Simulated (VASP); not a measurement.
Wanted: the native input for a VASP 6.6.1 run.

```
Task                   : single point
Functional             : PBE
Potentials or basis    : VASP PAW PBE potentials, release 64 (Tm_3, H, Os), 4f in core
Cutoff                 : 600 eV
k mesh                 : 8 × 8 × 4
Occupations            : gaussian, width 0.1 eV
Spin                   : no spin polarisation
Dipole correction      : no
Further INCAR settings : ALGO = Normal; EDIFF = 1e-06; NBANDS = 27
```

The structure of TmHOs lies in POSCAR:

```
TmHOs
1.0
    3.6133888323      0.0000000000      0.0000000000
    0.0000000000      3.6133888323      0.0000000000
    0.0000000000      0.0000000000      7.3655943858
Tm H Os
2 2 2
Direct
    0.0000000000      0.5000000000      0.8204136391
    0.5000000000      0.0000000000      0.1795863609
    0.0000000000      0.0000000000      0.0000000000
    0.5000000000      0.5000000000      0.0000000000
    0.0000000000      0.0000000000      0.5000000000
    0.5000000000      0.5000000000      0.5000000000
```

The cell was generated, and may not be a known phase.

The input as run:

INCAR

```
PREC     = Accurate       # precision mode
ENCUT    = 600            # plane-wave cutoff, eV
EDIFF    = 1E-6           # SCF threshold, eV
ISMEAR   = 0              # smearing method
SIGMA    = 0.1            # smearing width, eV
LREAL    = F              # projectors in reciprocal space
LASPH    = T              # aspherical terms in the spheres
NELM     = 200            # most SCF steps
ALGO     = Normal         # electronic algorithm
ISIF     = 2              # what is computed and relaxed
LWAVE    = F              # write WAVECAR
LCHARG   = F              # write CHGCAR
GGA      = PE             # functional
NBANDS   = 27             # bands
GGA_COMPAT= F            
LMAXMIX  = 6              # l up to which the mixer works
```

KPOINTS

```
Automatic mesh
0
Gamma
  8 8 4
```

Potentials or basis: VASP PAW PBE potentials, release 64 (Tm_3, H, Os), 4f in core.

Command:

```console
$ cat potpaw_PBE.64/Tm_3/POTCAR potpaw_PBE.64/H/POTCAR potpaw_PBE.64/Os/POTCAR > POTCAR
$ mpirun -np 1 vasp_std > vasp.out
```

Results of the run:

```json
{
 "Pressure": "0.4 GPa",
 "Largest force": "0.008 eV/Å",
 "Band gap on the k mesh": "zero (bands 18 and 19 overlap by 1.27 eV)"
}
```

Caveat: spin-orbit coupling is left out, which moves the levels of the heavy elements; the 4f electrons are frozen in the core, so they carry no moment and show no levels.

Wall time 90 s on 1 thread of Intel(R) Xeon(R) 6975P-C (Granite Rapids) (shared host), peak memory 0.31 GiB.
